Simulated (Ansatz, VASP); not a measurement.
# Two plane-wave programs on LuAg3P4

File INCAR:

```
ALGO = Normal
EDIFF = 1E-7
ENCUT = 520
GGA = PE
ISIF = 2
ISMEAR = 0
LASPH = True
LCHARG = False
LREAL = False
LWAVE = False
NBANDS = 49
NELM = 60
PREC = Accurate
SIGMA = 0.1
```

The input KPOINTS:

```
k-points
0
Gamma
  6 6 2
```

File POSCAR:

```
LuAg3P4
1.0
    5.2166473500      0.0000000000      0.0000000000
   -2.6083236700      4.5177491300      0.0000000000
    0.0000000000      0.0000000000      7.6523882200
Lu Ag P
1 3 4
Direct
    0.0000000000      0.0000000000      0.0000000000
    0.3333333300      0.6666666700      0.0879454500
    0.6666666700      0.3333333300      0.9120545500
    0.0000000000      0.0000000000      0.5000000000
    0.3333333300      0.6666666700      0.7557304200
    0.6666666700      0.3333333300      0.2442695800
    0.3333333300      0.6666666700      0.4523178300
    0.6666666700      0.3333333300      0.5476821700
```

Input for Ansatz:

```yaml
crystal:
  lattice:
    - [5.21664735, 0.0, 0.0]
    - [-2.60832367, 4.51774913, 0.0]
    - [0.0, 0.0, 7.65238822]
  atoms:
    - { symbol: Lu, position: [0.0, 0.0, 0.0] }
    - { symbol: Ag, position: [0.33333333, 0.66666667, 0.08794545] }
    - { symbol: Ag, position: [0.66666667, 0.33333333, 0.91205455] }
    - { symbol: Ag, position: [0.0, 0.0, 0.5] }
    - { symbol: P, position: [0.33333333, 0.66666667, 0.75573042] }
    - { symbol: P, position: [0.66666667, 0.33333333, 0.24426958] }
    - { symbol: P, position: [0.33333333, 0.66666667, 0.45231783] }
    - { symbol: P, position: [0.66666667, 0.33333333, 0.54768217] }
basis:
  ecutwfc: 420
kpoints:
  mp_grid: { grid: [6, 6, 2] }
hamiltonian:
  xc: pbe
scf:
  occupations: { method: gaussian, width: 0.1 }
  lower_state_search: "off"
output:
  forces: true
  stress: true
  eigenvalues: true
```

Alike in both runs: task single point; functional PBE; k mesh 6 × 6 × 2; occupations gaussian, width 0.1 eV; no spin polarisation.

|  | VASP | Ansatz |
| --- | --- | --- |
| version | VASP 6.6.1 | Ansatz 0.2.0 |
| potentials or method | VASP PAW PBE potentials, release 64 (Lu, Ag, P), cutoff 520 eV | scalar-relativistic, plane waves, PAW |
| valence electrons in the cell | 78 | 102 |

Ansatz gave:

| Property | Result |
| --- | --- |
| gap on the k mesh at the Fermi level (eV) | none |
| pressure (GPa) | -8.7 |
| traceless stress, the component that is largest in VASP (GPa) | -0.06 |
| rms of the force components (eV/Å) | 0.454 |

Problem. What did VASP give for the same quantities?

Solution. gap on the k mesh at the Fermi level (eV): none; pressure (GPa): -8.7; traceless stress, the component that is largest in VASP (GPa): -0.13; rms of the force components (eV/Å): 0.462.

Atom by atom the forces differ by 0.009 eV/Å (rms over components). A gap of «none» marks a metal or a gap that the smearing closes. The functional is the same, so the differences come from potentials, cutoffs and numerics. VASP's potentials hold 78 valence electrons a cell and Ansatz's 102, so a difference there can come from the potentials and not from the codes.

The k mesh is coarse, so the values compare programs but aren't converged. Neither program's run includes spin-orbit coupling.
